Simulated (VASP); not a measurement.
# Ta2N (P-31m) in VASP: notebook, part 2 of 2

VASP 6.6.1. The steps go on from the part before.

### Step 5. Single point, PBE

File INCAR:

```
PREC     = Accurate       # precision mode
ENCUT    = 520            # plane-wave cutoff, eV
EDIFF    = 1E-6           # SCF threshold, eV
ISMEAR   = 0              # smearing method
SIGMA    = 0.15           # smearing width, eV
LREAL    = F              # projectors in reciprocal space
LASPH    = T              # aspherical terms in the spheres
NELM     = 80             # most SCF steps
ALGO     = Normal         # electronic algorithm
ISIF     = 2              # what is computed and relaxed
LWAVE    = F              # write WAVECAR
LCHARG   = F              # write CHGCAR
GGA      = PE             # functional
NBANDS   = 50             # bands
```

File KPOINTS:

```
Automatic mesh
0
Gamma
  9 9 8
```

File POSCAR:

```
Ta2N
1.0
    5.1794057167      0.0000000000      0.0000000000
   -2.5897028583      4.4854969272      0.0000000000
    0.0000000000      0.0000000000      5.2166974379
Ta N
6 3
Direct
    0.6905948076      0.6905948076      0.7528547364
    0.0000000000      0.3094051924      0.7528547364
    0.3094051924      0.0000000000      0.7528547364
    0.3094051924      0.3094051924      0.2471452636
    0.0000000000      0.6905948076      0.2471452636
    0.6905948076      0.0000000000      0.2471452636
    0.6666666667      0.3333333333      0.5000000000
    0.3333333333      0.6666666667      0.5000000000
    0.0000000000      0.0000000000      0.0000000000
```

Started as:

```sh
$ cat potpaw_PBE.64/Ta_pv/POTCAR potpaw_PBE.64/N/POTCAR > POTCAR
$ mpirun -np 1 vasp_std > vasp.out
```

Wall time 5.7 min (1 thread of AMD EPYC 9R45 (Zen 5), shared host); peak memory 0.45 GiB.

The run converged. Its results:

| Item | Value |
| --- | --- |
| Free energy | -102.4203 eV |
| Pressure | 6.6 GPa |
| Largest force | 4.001 eV/Å |
| Band gap on the k mesh | zero (an odd number of electrons rules out a gap without spin polarisation) |

Forces on the atoms (eV/Å):
```
Ta  -1.908 -3.305 -1.202
Ta  -1.908  3.305 -1.202
Ta   3.817  0.000 -1.202
Ta   1.908  3.305  1.202
Ta   1.908 -3.305  1.202
Ta  -3.817  0.000  1.202
N    0.000  0.000  0.000
N    0.000  0.000  0.000
N    0.000  0.000  0.000
```

Stress tensor (GPa, compression positive):
```
13.76  0.00  0.00
 0.00 13.76  0.00
 0.00  0.00 -7.78
```

Levels at points of the mesh, in eV from the Fermi level:
```tsv
k point	band 38	band 39	band 40	band 41	band 42	band 43	band 44	band 45
(0.00, 0.00, 0.00)	-1.20	-0.77	0.04	0.04	0.14	0.14	1.50	1.50
(0.00, 0.00, 0.50)	-1.18	-1.18	-0.87	-0.87	0.41	0.41	1.32	2.01
```

Caveat: the stress differs along the axes, from -8 to 14 GPa; spin-orbit coupling is left out, which moves the levels of the heavy elements; forces of over 1 eV/Å act on the atoms, so gaps and moduli don't describe the material at rest.

### Step 6. Single point, PBE

File INCAR:

```
SYSTEM = Ta2N
PREC = Accurate
ENCUT = 520
EDIFF = 1E-6
ISMEAR = 0
SIGMA = 0.15
LREAL = .False.
LASPH = .True.
NELM = 60
ALGO = Normal
ISIF = 2
LWAVE = .False.
LCHARG = .False.
GGA = PE
NBANDS = 50
```

File KPOINTS:

```
Automatic mesh
0
Gamma
  9 9 8
  0 0 0
```

File POSCAR:

```
Ta2N
1.0
    5.1794057167      0.0000000000      0.0000000000
   -2.5897028583      4.4854969272      0.0000000000
    0.0000000000      0.0000000000      5.2166974379
Ta N
6 3
Direct
    0.7141172560      0.7141172560      0.7528547364
    0.0000000000      0.2858827440      0.7528547364
    0.2858827440      0.0000000000      0.7528547364
    0.2858827440      0.2858827440      0.2471452636
    0.0000000000      0.7141172560      0.2471452636
    0.7141172560      0.0000000000      0.2471452636
    0.6666666667      0.3333333333      0.5000000000
    0.3333333333      0.6666666667      0.5000000000
    0.0000000000      0.0000000000      0.0000000000
```

Potentials or basis: VASP PAW PBE potentials, release 64 (Ta_pv, N).

Started as:

```sh
$ cat potpaw_PBE.64/Ta_pv/POTCAR potpaw_PBE.64/N/POTCAR > POTCAR
$ mpirun -np 1 vasp_std > vasp.out
```

Run time: 5.7 min. Hardware: 1 thread of AMD EPYC 9R45 (Zen 5), shared host; peak memory 0.45 GiB.

Results (log left out):

| Item | Value |
| --- | --- |
| Free energy | -97.8622 eV |
| Pressure | 24.5 GPa |
| Largest force | 9.469 eV/Å |
| Band gap on the k mesh | zero (an odd number of electrons rules out a gap without spin polarisation) |

Forces in eV/Å, atoms in the order of the input:
```
Ta  -4.506 -7.805 -2.905
Ta  -4.506  7.805 -2.905
Ta   9.013  0.000 -2.905
Ta   4.506  7.805  2.905
Ta   4.506 -7.805  2.905
Ta  -9.013  0.000  2.905
N    0.000  0.000  0.000
N    0.000  0.000  0.000
N    0.000  0.000  0.000
```

Stress tensor (GPa, compression positive):
```
33.14  0.00  0.00
 0.00 33.14  0.00
 0.00  0.00  7.23
```

Levels at points of the mesh, in eV from the Fermi level:
| k point | band 39 | band 40 | band 41 | band 42 | band 43 | band 44 |
| --- | --- | --- | --- | --- | --- | --- |
| (0.00, 0.00, 0.00) | -0.62 | -0.01 | -0.01 | 0.43 | 0.43 | 1.80 |
| (0.00, 0.00, 0.50) | -0.60 | -0.50 | -0.50 | 0.10 | 0.10 | 1.95 |

Caveat: the stress differs along the axes, from 7 to 33 GPa; spin-orbit coupling is left out, which moves the levels of the heavy elements; forces of over 1 eV/Å act on the atoms, so gaps and moduli don't describe the material at rest.

### Step 7. Summary

| cell | gap on the mesh (eV) | pressure (GPa) | largest force (eV/Å) |
| --- | --- | --- | --- |
| a = 5.179, b = 5.179, c = 5.217 Å, angles 90.0, 90.0, 120.0°, 9 atoms, atomic positions A | none | 13.8 | 6.46 |
| a = 5.350, b = 5.350, c = 4.889 Å, angles 90.0, 90.0, 120.0°, 9 atoms, atomic positions B | none | 6.3 | 3.71 |
| a = 5.387, b = 5.387, c = 4.822 Å, angles 90.0, 90.0, 120.0°, 9 atoms, atomic positions C | none | 1.7 | 1.55 |
| a = 5.179, b = 5.179, c = 5.217 Å, angles 90.0, 90.0, 120.0°, 9 atoms, atomic positions B | none | 6.6 | 4.00 |
| a = 5.179, b = 5.179, c = 5.217 Å, angles 90.0, 90.0, 120.0°, 9 atoms, atomic positions D | none | 24.5 | 9.47 |

Alike in all rows: task single point; level PBE; potentials or basis VASP PAW PBE potentials, release 64 (Ta_pv, N); no spin polarisation; k mesh 9 × 9 × 8; cutoff (eV) 520; smearing gaussian 0.15 eV.

Caveats: spin-orbit coupling is left out, which moves the levels of the heavy elements; forces of over 1 eV/Å act on the atoms, so gaps and moduli don't describe the material at rest; the stress differs along the axes, from -2 to 22 GPa (at least some runs); the cell stands under pressure (at least some runs); the stress differs along the axes, from -2 to 10 GPa (at least some runs); the stress differs along the axes, from -8 to 14 GPa (at least some runs); the stress differs along the axes, from 7 to 33 GPa (at least some runs).

Total energies depend on the potentials used, so only differences within one code and one set of settings carry meaning.
